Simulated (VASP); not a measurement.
Crystal: BP.

```xyz
2
Lattice="3.0338 0.0000 0.0000 0.0000 3.0338 0.0000 0.0000 0.0000 3.0338" Properties=species:S:1:pos:R:3 pbc="T T T"
B     0.0000    0.0000    0.0000
P     1.5169    1.5169    1.5169
```

| Quantity | Value |
| --- | --- |
| Program | VASP 6.6.1 |
| Task | relaxation of cell and atoms |
| Functional | PBE |
| Potentials or basis | VASP PAW PBE potentials, release 64 (B, P) |
| Cutoff | 500 eV |
| k mesh | 6 × 6 × 6 |
| Occupations | gaussian, width 0.1 eV |
| Spin | no spin polarisation |

At the start: pressure -21.4 GPa; volume 13.96 Å³/atom.

Question: How do energy, volume and symmetry change on relaxing?

Answer: Over 3 steps the energy falls by 326.1 meV/atom and the volume is 10.18 Å³/atom (-27.1 %); space group Pm-3m (No. 221, to 0.05 Å).

Step by step:
| step | energy change (eV) | largest force (eV/Å) | pressure (GPa) | volume (Å³) |
| --- | --- | --- | --- | --- |
| 1 | 0.0000 | 0.0000 | -21.39 | 27.92 |
| 2 | -0.6432 | 0.0000 | -4.16 | 21.05 |
| 3 | -0.6522 | 0.0000 | 0.20 | 20.35 |

Final structure:
```yaml
crystal:
  lattice:
    - [2.73025, 0.00000, 0.00000]
    - [0.00000, 2.73025, 0.00000]
    - [0.00000, 0.00000, 2.73025]
  atoms:
    - { symbol: B, position: [0.00000, 0.00000, 0.00000] }
    - { symbol: P, position: [0.50000, 0.50000, 0.50000] }
```

Caveat: the volume moved by over 15 % at a fixed basis, so the end points are rough.
